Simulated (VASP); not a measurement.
Crystal: AlSn.

```
CELL_PARAMETERS angstrom
4.19811 0.00000 0.00000
-2.09905 3.63567 0.00000
0.00000 0.00000 3.30685
ATOMIC_POSITIONS crystal
Sn 0.00000 0.00000 0.50000
Al 0.66667 0.33333 0.00000
```

Base run:

```yaml
Program: VASP 6.6.1
Functional: PBEsol
Potentials_or_basis: VASP PAW PBE potentials, release 64 (Sn_d, Al)
Cutoff: 520 eV
k_mesh: 7 × 7 × 8
Occupations: gaussian, width 0.02 eV
Spin: no spin polarisation
```

Its results: pressure -1.8 GPa.

**Question.** The run is repeated on the same cell with these changes: functional from PBEsol to RPBE; further incar settings from ALGO = Normal; EDIFF = 1e-06; NBANDS = 16 to ALGO = Normal; EDIFF = 1e-07; NBANDS = 16. What comes out?

**Answer.** Pressure 1.5 GPa.

Caveats: the PAW data sets were made with another functional, which shifts forces and pressure a little.
